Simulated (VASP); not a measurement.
# CO2: single point with r2SCAN

The system is CO2.

```
O C
1.0
     5.62000    0.00000    0.00000
     0.00000    5.62000    0.00000
     0.00000    0.00000    5.62000
O C
8 4
Cartesian
  0.9385 1.8715 3.7485
  1.8715 3.7485 0.9385
  3.7485 0.9385 1.8715
  4.6815 4.6815 4.6815
  4.6815 3.7485 1.8715
  3.7485 1.8715 4.6815
  1.8715 4.6815 3.7485
  0.9385 0.9385 0.9385
  0.0000 2.8100 2.8100
  2.8100 2.8100 0.0000
  2.8100 0.0000 2.8100
  0.0000 0.0000 0.0000
```

| Quantity | Value |
| --- | --- |
| Program | VASP 6.6.1 |
| Task | single point |
| Functional | r2SCAN |
| Potentials or basis | VASP PAW PBE potentials, release 64 (O, C) |
| Cutoff | 580 eV |
| k mesh | 4 × 4 × 4 |
| Occupations | gaussian, width 0.03 eV |
| Spin | no spin polarisation |
| Tolerance level | tight |
| Purpose | restart |
| Start | from scratch |
| Further INCAR settings | ALGO = Normal; EDIFF = 1e-06 |

```yaml
Pressure: -40.9 GPa
Largest_force: 10.297 eV/Å
Band_gap_on_the_k_mesh: 1.67 eV
```

Forces in eV/Å, atoms in the order of the input:
```
O   -5.945  5.945 -5.945
O    5.945 -5.945 -5.945
O   -5.945 -5.945  5.945
O    5.945  5.945  5.945
O    5.945 -5.945  5.945
O   -5.945  5.945  5.945
O    5.945  5.945 -5.945
O   -5.945 -5.945 -5.945
C    0.000  0.000  0.000
C    0.000  0.000  0.000
C    0.000  0.000  0.000
C    0.000  0.000  0.000
```

Levels at points of the mesh, in eV from the valence-band top:
```csv
k point,band 29,band 30,band 31,band 32,band 33,band 34,band 35,band 36
"(0.00, 0.00, 0.00)",-0.42,-0.42,0.00,0.00,1.67,2.75,2.75,2.75
"(0.50, 0.00, 0.00)",-0.35,-0.35,-0.05,-0.05,2.49,2.49,2.63,2.63
"(0.50, 0.50, 0.00)",-0.33,-0.33,-0.33,-0.33,2.59,2.59,2.59,2.59
"(0.50, 0.50, 0.50)",-0.61,-0.61,-0.61,-0.61,2.83,2.83,2.83,2.83
```

Run time: 6.8 min on 1 thread of Intel(R) Xeon(R) Platinum 8259CL CPU @ 2.50GHz (Skylake/Cascade Lake) (shared host), peak memory 0.38 GiB.

Caveat: the cell stands under tension; the PAW data sets were made with another functional, which shifts forces and pressure a little. r2SCAN opens gaps a little over a GGA but as a rule still falls short of measured ones.
